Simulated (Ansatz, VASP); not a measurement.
## Two plane-wave programs on InS3

```
S In
1.0
     1.63741   -5.12296    0.00000
     0.00000    2.82315   -4.57773
     7.19540    5.12296    0.00000
S In
6 2
Direct
  0.83330 0.75000 0.75000
  0.25000 0.33330 0.75000
  0.66670 0.16670 0.75000
  0.16670 0.25000 0.25000
  0.75000 0.66670 0.25000
  0.33330 0.83330 0.25000
  0.00000 0.00000 0.00000
  0.50000 0.50000 0.50000
```

Alike in both runs: task single point; functional r2SCAN; k mesh 4 × 4 × 4; occupations gaussian, width 0.0128 eV; no spin polarisation.

|  | VASP | Ansatz |
| --- | --- | --- |
| version | VASP 6.6.1 | Ansatz 0.2.0 |
| potentials or method | VASP PAW PBE potentials, release 64 (S, In_d), cutoff 520 eV | PAW plane waves |
| valence electrons in the cell | 62 | 62 |

```csv
,VASP,Ansatz,Ansatz less VASP
gap on the k mesh at the Fermi level (eV),none,none,-
pressure (GPa),-1.0,-1.0,+0.03
"traceless stress, the component that is largest in VASP (GPa)",1.14,1.09,-0.047
rms of the force components (eV/Å),0.048,0.047,-0.0004
```

VASP's potentials were made for PBE, not for r2SCAN. Atom by atom the forces differ by 0.000 eV/Å (rms over components). A gap of «none» marks a metal or a gap that the smearing closes. Ansatz's warnings: structure snapped to symmetry.
